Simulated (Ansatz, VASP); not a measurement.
Si2W: VASP beside Ansatz

```
Si W
1.0
    -1.63750    1.63750    4.01727
     1.63750   -1.63750    4.01727
     1.63750    1.63750   -4.01727
Si W
2 1
Direct
  0.33300 0.33300 0.00000
  0.66700 0.66700 0.00000
  0.00000 0.00000 0.00000
```

Change from the starting cell: volume scaled by 1.06, crystal datasets.

Alike in both runs: task electric field gradients; functional PBEsol; k mesh 18 × 18 × 18; occupations fermi-dirac, width 0.03 eV; no spin polarisation.

|  | VASP | Ansatz |
| --- | --- | --- |
| version | VASP 6.6.1 | Ansatz 0.2.0 |
| potentials or method | VASP PAW PBE potentials, release 64 (Si, W_sv), cutoff 520 eV | all-electron PAW with datasets made for the crystal, scalar-relativistic |

```csv
,VASP,Ansatz,Ansatz less VASP
pressure (GPa),-14.6,-14.8,-0.21
"traceless stress, the component that is largest in VASP (GPa)",-2.59,-2.57,+0.011
rms of the force components (eV/Å),0.179,0.181,+0.0019
size of Vzz on the site where it differs most (V/Å²),112.6,132.3,+19.64
```

VASP's potentials were made for PBE, not for PBEsol. Atom by atom the forces differ by 0.002 eV/Å (rms over components). Ansatz ran all-electron here, and VASP with PAW potentials.

Neither program's run includes spin-orbit coupling.
